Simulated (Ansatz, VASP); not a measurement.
## TiC: VASP beside Ansatz

File INCAR:

```
PREC     = Accurate       # precision mode
ENCUT    = 600            # plane-wave cutoff, eV
EDIFF    = 1E-6           # SCF threshold, eV
ISMEAR   = -1             # smearing method
SIGMA    = 0.15           # smearing width, eV
LREAL    = False          # projectors in reciprocal space
LASPH    = True           # aspherical terms in the spheres
NELM     = 120            # most SCF steps
ALGO     = Normal         # electronic algorithm
ISIF     = 2              # what is computed and relaxed
LWAVE    = False          # write WAVECAR
LCHARG   = False          # write CHGCAR
GGA      = PE             # functional
NBANDS   = 15             # bands
GGA_COMPAT= False
```

Contents of KPOINTS:

```
Automatic mesh
0
Gamma
  7 7 7
```

POSCAR

```
TiC
1.0
    0.0000000000      2.1593000000      2.1593000000
    2.1593000000      0.0000000000      2.1593000000
    2.1593000000      2.1593000000      0.0000000000
Ti C
1 1
Direct
    0.0000000000      0.0000000000      0.0000000000
    0.5000000000      0.5000000000      0.5000000000
```

Input for Ansatz:

```yaml
crystal:
  lattice:
    - [0.0, 2.1593, 2.1593]
    - [2.1593, 0.0, 2.1593]
    - [2.1593, 2.1593, 0.0]
  atoms:
    - { symbol: Ti, position: [0.0, 0.0, 0.0] }
    - { symbol: C, position: [0.5, 0.5, 0.5] }
basis:
  ecutwfc: 550.0
kpoints:
  mp_grid:
    grid: [7, 7, 7]
hamiltonian:
  xc: pbe
  pseudopotentials:
    kind: paw
scf:
  occupations:
    method: fermi_dirac
    width: 0.15
output:
  stress: true
```

Alike in both runs: task single point; functional PBE; k mesh 7 × 7 × 7; occupations fermi-dirac, width 0.15 eV; no spin polarisation.

|  | VASP | Ansatz |
| --- | --- | --- |
| version | VASP 6.6.1 | Ansatz 0.2.0 |
| potentials or method | VASP PAW PBE potentials, release 64 (Ti_sv, C), cutoff 600 eV | plane waves, PAW |
| valence electrons in the cell | 16 | 16 |

Ansatz gave:

| Item | Value |
| --- | --- |
| pressure (GPa) | 2.6 |

Q: Which values does VASP return?

A: Pressure (GPa): 2.8.

The functional is the same, so the differences come from potentials, cutoffs and numerics.
